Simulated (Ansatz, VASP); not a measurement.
W: VASP beside Ansatz

```
W
1.0
    -4.74704    4.74704    4.74704
     3.16469   -3.16469    3.16469
     3.16469    3.16469   -3.16469
W
11
Direct
  0.00000 0.00000 0.50000
  0.00000 0.50000 0.00000
  0.00000 0.50000 0.50000
  0.33050 0.00191 0.00191
  0.33002 0.99910 0.49621
  0.33002 0.49621 0.99910
  0.32841 0.49163 0.49163
  0.66950 0.99809 0.99809
  0.66998 0.00090 0.50379
  0.66998 0.50379 0.00090
  0.67159 0.50837 0.50837
```

Alike in both runs: functional PBE; k mesh 2 × 3 × 3; no spin polarisation.

Ansatz relaxed the structure, and its values are those at the end. VASP's run is a single point on that final structure, the one shown.

|  | VASP | Ansatz |
| --- | --- | --- |
| version | VASP 6.6.1 | Ansatz 0.2.0 |
| potentials or method | VASP PAW PBE potentials, release 64 (W_sv), cutoff 400 eV | plane waves, PAW |
| occupations | fermi-dirac, width 0.1 eV | fermi-dirac |
| valence electrons in the cell | 154 | 154 |

VASP gave:

| Property | Result |
| --- | --- |
| gap on the k mesh at the Fermi level (eV) | none |
| rms of the force components (eV/Å) | 0.003 |

Estimate Ansatz's values.

gap on the k mesh at the Fermi level (eV): none; rms of the force components (eV/Å): 0.001.

A gap of «none» marks a metal or a gap that the smearing closes.

The k mesh is coarse, so the values compare programs but aren't converged. Spin-orbit coupling is off throughout.
